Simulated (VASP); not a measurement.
The system is Ge.

```xyz
2
Lattice="-0.0748 2.8472 2.8472 2.8472 -0.0748 2.8472 2.8472 2.8472 -0.0748" Properties=species:S:1:pos:R:3 pbc="T T T"
Ge   -0.0089   -0.0089   -0.0089
Ge    1.4138    1.4138    1.4138
```

This cell differs from its parent crystal: epitaxial 111 strain +3.0%.

Base run:

| Item | Value |
| --- | --- |
| Program | VASP 6.6.1 |
| Functional | PBE |
| Potentials or basis | VASP PAW PBE potentials, release 64 (Ge_d) |
| Cutoff | 520 eV |
| k mesh | 8 × 8 × 8 |
| Occupations | fermi-dirac, width 0.02 eV |
| Spin | no spin polarisation |

Its results: band gap on the k mesh zero (band 14 reaches 4.36 eV, above the bottom of band 15 at 4.10 eV); pressure -0.1 GPa; largest force 0.064 eV/Å.

Question: The run is repeated on the same cell with these changes: functional from PBE to r2SCAN. What comes out?

Answer: Band gap on the k mesh zero (band 14 reaches 4.16 eV, above the bottom of band 15 at 4.11 eV); pressure -2.9 GPa; largest force 0.007 eV/Å.

Caveats: the PAW data sets were made with another functional, which shifts forces and pressure a little (some runs).
